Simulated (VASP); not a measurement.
Write the native input for VASP 6.6.1 that does the following.

```
Task                   : single point
Functional             : PBE
Potentials or basis    : VASP PAW PBE potentials, release 64 (Sb, Mn_pv)
Cutoff                 : 520 eV
k mesh                 : 7 × 7 × 7
Occupations            : fermi-dirac, width 0.05 eV
Spin                   : collinear spin, ferromagnetic start
Starting moments       : [0.0, 6.0] μB
Fixed moment           : 6 μB
Dipole correction      : no
Further INCAR settings : ALGO = Normal; EDIFF = 1e-06; NBANDS = 20
```

The structure of MnSb lies in POSCAR:

```
MnSb
1.0
    0.0000000000      2.7950160000      2.7950160000
    2.7950160000      0.0000000000      2.7950160000
    2.7950160000      2.7950160000      0.0000000000
Sb Mn
1 1
Direct
    0.5000000000      0.5000000000      0.5000000000
    0.0000000000      0.0000000000      0.0000000000
```

These files were run (other wordings do the same):

INCAR

```
ALGO     = Normal         # electronic algorithm
EDIFF    = 1E-6           # SCF threshold, eV
ENCUT    = 520            # plane-wave cutoff, eV
GGA      = PE             # functional
ISIF     = 2              # what is computed and relaxed
ISMEAR   = -1             # smearing method
ISPIN    = 2              # spin polarisation
LASPH    = True           # aspherical terms in the spheres
LCHARG   = False          # write CHGCAR
LMAXMIX  = 4              # l up to which the mixer works
LORBIT   = 11             # projections on sites
LREAL    = False          # projectors in reciprocal space
LWAVE    = False          # write WAVECAR
MAGMOM   = 0 6            # initial moments
NBANDS   = 20             # bands
NELM     = 150            # most SCF steps
NUPDOWN  = 6.0            # fixed moment
PREC     = Accurate       # precision mode
SIGMA    = 0.05           # smearing width, eV
```

KPOINTS

```
k-points
0
Gamma
  7 7 7
```

Potentials or basis: VASP PAW PBE potentials, release 64 (Sb, Mn_pv).

Command:

```console
$ cat potpaw_PBE.64/Sb/POTCAR potpaw_PBE.64/Mn_pv/POTCAR > POTCAR
$ mpirun -np 1 vasp_std > vasp.out
```

It gave:

The pressure is 16.4 GPa, the net moment is 6.00 μB per cell and the site moments are Sb +0.47; Mn +4.49 μB. The valence electrons inside the program's atomic spheres are Sb 2.52; Mn 11.41.

Caveat: the total moment is fixed, so each spin has its own Fermi level; a cell with one magnetic atom can't hold antiferromagnetic order, which such compounds often take.

It took 39 s on 1 thread of Intel(R) Xeon(R) Platinum 8375C CPU @ 2.90GHz (Ice Lake), on a shared host, peak memory 0.2 GiB.
